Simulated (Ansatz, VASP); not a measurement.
**Two plane-wave programs on SnO**

File INCAR:

```
SYSTEM = SnO
ALGO = Normal
EDIFF = 1E-6
ENCUT = 520
GGA = PE
ISIF = 2
ISMEAR = 0
LASPH = .True.
LCHARG = .False.
LREAL = .False.
LWAVE = .False.
NBANDS = 50
NELM = 100
PREC = Accurate
SIGMA = 0.02
```

KPOINTS

```
k-points
0
Gamma
  4 4 2
  0 0 0
```

POSCAR

```
SnO
1.0
    2.7626985156     -2.7298174925     -0.0291122843
    2.7525849748      2.7197072172     -0.0377131518
   -0.1247915414     -0.0160562955     10.2705592600
Sn O
4 4
Direct
    0.7355854614      0.2633795672      0.8633106553
    0.2739015173      0.7440484090      0.1349487425
    0.7572459698      0.2368651919      0.3670846305
    0.2410313243      0.7817785168      0.6349171530
    0.2718761633      0.2465292227      0.2467669246
    0.7431773681      0.7823784534      0.7491064042
    0.2215019945      0.2758207736      0.7494336474
    0.7780204891      0.7599118483      0.2534839953
```

Input for Ansatz:

```yaml
crystal:
  lattice:
    - [2.7626985156, -2.7298174925, -0.0291122843]
    - [2.7525849748, 2.7197072172, -0.0377131518]
    - [-0.1247915414, -0.0160562955, 10.27055926]
  atoms:
    - { symbol: Sn, position: [0.7355854614, 0.2633795672, 0.8633106553] }
    - { symbol: Sn, position: [0.2739015173, 0.744048409, 0.1349487425] }
    - { symbol: Sn, position: [0.7572459698, 0.2368651919, 0.3670846305] }
    - { symbol: Sn, position: [0.2410313243, 0.7817785168, 0.634917153] }
    - { symbol: O, position: [0.2718761633, 0.2465292227, 0.2467669246] }
    - { symbol: O, position: [0.7431773681, 0.7823784534, 0.7491064042] }
    - { symbol: O, position: [0.2215019945, 0.2758207736, 0.7494336474] }
    - { symbol: O, position: [0.7780204891, 0.7599118483, 0.2534839953] }
basis:
  ecutwfc: 420
kpoints:
  mp_grid: { grid: [4, 4, 2] }
hamiltonian:
  xc: pbe
scf:
  occupations: { method: gaussian, width: 0.02 }
output:
  forces: true
  stress: true
  eigenvalues: true
```

Change from the starting cell: kmesh displaced: [4, 4, 2] Gamma-centred.

Alike in both runs: task single point; functional PBE; k mesh 4 × 4 × 2; occupations gaussian, width 0.02 eV; no spin polarisation.

```csv
,VASP,Ansatz
version,VASP 6.6.1,Ansatz 0.2.0
potentials or method,"VASP PAW PBE potentials, release 64 (Sn_d, O), cutoff 520 eV","scalar-relativistic, plane waves, PAW"
valence electrons in the cell,80,80
```

Ansatz gave:

```
gap on the k mesh at the Fermi level (eV)                     : 0.45
least direct gap on the mesh (eV)                             : 1.85
pressure (GPa)                                                : -1.2
traceless stress, the component that is largest in VASP (GPa) : 1.45
rms of the force components (eV/Å)                            : 0.272
```

**Question.** Estimate VASP's values.

**Answer.** gap on the k mesh at the Fermi level (eV): 0.46; least direct gap on the mesh (eV): 1.80; pressure (GPa): -1.0; traceless stress, the component that is largest in VASP (GPa): 1.51; rms of the force components (eV/Å): 0.263.

Atom by atom the forces differ by 0.031 eV/Å (rms over components).
